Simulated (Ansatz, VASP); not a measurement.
**Two plane-wave programs on Ge**

```
CELL_PARAMETERS angstrom
0.00000 3.13819 2.61600
3.13819 0.00000 2.61600
3.13819 3.13819 0.00000
ATOMIC_POSITIONS crystal
Ge 0.50000 0.50000 0.50000
Ge 0.75000 0.75000 0.75000
```

Alike in both runs: task single point; functional LDA; k mesh 16 × 16 × 16; occupations gaussian, width 0.15 eV; no spin polarisation.

|  | VASP | Ansatz |
| --- | --- | --- |
| version | VASP 6.6.1 | Ansatz 0.2.0 |
| potentials or method | VASP PAW LDA potentials, release 64 (Ge_d), cutoff 520 eV | scalar-relativistic, plane waves, PAW |
| valence electrons in the cell | 28 | 28 |

```tsv
	VASP	Ansatz	Ansatz less VASP
gap on the k mesh at the Fermi level (eV)	none	none	-
pressure (GPa)	-7.4	-7.5	-0.02
traceless stress, the component that is largest in VASP (GPa)	5.15	5.14	-0.015
```

LDA's correlation is that of Perdew and Zunger in VASP and of Perdew and Wang (1992) in Ansatz. A gap of «none» marks a metal or a gap that the smearing closes.
